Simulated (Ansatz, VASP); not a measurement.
**Be16CO: VASP beside Ansatz**

```
Be C O
1.0
     4.52544    0.00000    0.00000
    -2.26272    3.91914    0.00000
     0.00000    0.00000   23.47617
Be C O
16 1 1
Direct
  0.33333 0.16667 0.17039
  0.33333 0.66667 0.17039
  0.83333 0.16667 0.17039
  0.83333 0.66667 0.17039
  0.16667 0.33333 0.24635
  0.16667 0.83333 0.24635
  0.66667 0.33333 0.24635
  0.66667 0.83333 0.24635
  0.33333 0.16667 0.32419
  0.33333 0.66667 0.32419
  0.83333 0.16667 0.32419
  0.83333 0.66667 0.32419
  0.16667 0.33333 0.40365
  0.16667 0.83333 0.40365
  0.66667 0.33333 0.40365
  0.66667 0.83333 0.40365
  0.16667 0.33333 0.46414
  0.30962 0.19038 0.47693
```

Alike in both runs: task single point; functional PBE; k mesh 6 × 6 × 1; occupations gaussian, width 0.1 eV; no spin polarisation.

```csv
,VASP,Ansatz
version,VASP 6.6.1,Ansatz 0.2.0
potentials or method,"VASP PAW PBE potentials, release 64 (Be, C, O), cutoff 520 eV","scalar-relativistic, plane waves, PAW"
valence electrons in the cell,42,42
```

|  | VASP | Ansatz | Ansatz less VASP |
| --- | --- | --- | --- |
| gap on the k mesh at the Fermi level (eV) | none | none | - |
| rms of the force components (eV/Å) | 1.809 | 1.746 | -0.0629 |

Atom by atom the forces differ by 0.156 eV/Å (rms over components). A gap of «none» marks a metal or a gap that the smearing closes.

Noted on VASP's run: the standard files for N, O and F lose accuracy on very short bonds.
